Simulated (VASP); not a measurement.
Input of a VASP 6.6.1 run:

Contents of INCAR:

```
PREC     = Accurate       # precision mode
ENCUT    = 600            # plane-wave cutoff, eV
EDIFF    = 1E-7           # SCF threshold, eV
ISMEAR   = 0              # smearing method
SIGMA    = 0.02           # smearing width, eV
LREAL    = False          # projectors in reciprocal space
LASPH    = True           # aspherical terms in the spheres
NELM     = 120            # most SCF steps
ALGO     = Normal         # electronic algorithm
ISIF     = 3              # what is computed and relaxed
LWAVE    = False          # write WAVECAR
LCHARG   = False          # write CHGCAR
GGA      = PS             # functional
IBRION   = 2              # ionic algorithm
NSW      = 100            # ionic steps
EDIFFG   = -0.002         # ionic threshold
GGA_COMPAT= False        
NELMIN   = 4
```

Contents of KPOINTS:

```
regular mesh
0
Gamma
  12 12 12
```

POSCAR

```
C
1.0
    0.0000000000      1.7833700000      1.7833700000
    1.7833700000      0.0000000000      1.7833700000
    1.7833700000      1.7833700000      0.0000000000
C
2
Direct
    0.7500000000      0.7500000000      0.7500000000
    0.5000000000      0.5000000000      0.5000000000
```

Potentials or basis: VASP PAW PBE potentials, release 64 (C).

The run is started by

```console
$ cat potpaw_PBE.64/C/POTCAR > POTCAR
$ mpirun -np 1 vasp_std > vasp.out
```

Q: Predict the relaxed volume.

A: 5.62 Å³/atom.

Q: Estimate the space group after relaxing (to 0.05 Å).

A: Fd-3m (No. 227).

Q: Predict the relaxed cell.

A: a = 2.514 Å, b = 2.514 Å, c = 2.514 Å, α = 60.00°, β = 60.00°, γ = 60.00°.

Step by step:
| step | energy change (eV) | largest force (eV/Å) | pressure (GPa) | volume (Å³) |
| --- | --- | --- | --- | --- |
| 1 | 0.0000 | 0.0000 | -4.40 | 11.34 |
| 2 | 0.0010 | 0.0000 | 5.82 | 11.09 |
| 3 | -0.0016 | 0.0000 | -0.01 | 11.23 |

Caveat: the PAW data sets were made with another functional, which shifts forces and pressure a little.
